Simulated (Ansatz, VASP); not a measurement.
**AlN in VASP and in Ansatz**

```
CELL_PARAMETERS angstrom
0.00000 2.01887 2.03906
2.01887 0.00000 2.03906
2.01887 2.01887 0.00000
ATOMIC_POSITIONS crystal
Al 0.00000 0.00000 0.00000
N 0.50000 0.50000 0.50000
```

Change from the starting cell: uniaxial_z strain +1.0%.

Alike in both runs: task single point; functional r2SCAN; k mesh 10 × 10 × 10; no spin polarisation.

|  | VASP | Ansatz |
| --- | --- | --- |
| version | VASP 6.6.1 | Ansatz 0.2.0 |
| potentials or method | VASP PAW PBE potentials, release 64 (Al, N) | plane waves, PAW |
| plane-wave cutoff (eV) | 520 | 500 |
| occupations | gaussian, width 0.01 eV | fixed |
| valence electrons in the cell | 8 | 8 |

```tsv
	VASP	Ansatz	Ansatz less VASP
gap on the k mesh at the Fermi level (eV)	5.35	5.34	-0.005
pressure (GPa)	-3.4	-2.6	+0.80
traceless stress, the component that is largest in VASP (GPa)	-1.78	-1.75	+0.031
```

VASP's potentials were made for PBE, not for r2SCAN.
